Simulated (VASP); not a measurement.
The system is LiH.

```xyz
2
Lattice="0.0000 1.9952 1.9952 1.9952 0.0000 1.9952 1.9952 1.9952 0.0000" Properties=species:S:1:pos:R:3 pbc="T T T"
Li    0.0000    0.0000    0.0000
H     1.9952    1.9952    1.9952
```

This cell differs from its parent crystal: volume scaled by 0.94.

Base run:

| Quantity | Value |
| --- | --- |
| Program | VASP 6.6.1 |
| Functional | PBEsol |
| Potentials or basis | VASP PAW PBE potentials, release 64 (Li_sv, H) |
| Cutoff | 750 eV |
| k mesh | 11 × 11 × 11 |
| Occupations | fermi-dirac, width 0.05 eV |
| Spin | no spin polarisation |

Its results: band gap on the k mesh 2.94 eV, direct.

Q: After a change of settings the same cell gave: band gap on the k mesh 3.68 eV, direct. Which change was it?
A. functional from PBEsol to LDA; potentials or basis from VASP PAW PBE potentials, release 64 (Li_sv, H) to VASP PAW LDA potentials, release 64 (Li_sv, H); cutoff from 750 eV to 520 eV
B. functional from PBEsol to PBE exchange alone; cutoff from 750 eV to 520 eV; occupations from fermi-dirac, width 0.05 eV to gaussian, width 0.01 eV
C. functional from PBEsol to HSE06; cutoff from 750 eV to 520 eV; k mesh from 11 × 11 × 11 to 6 × 6 × 6
D. functional from PBEsol to PBE; cutoff from 750 eV to 520 eV

A: B.
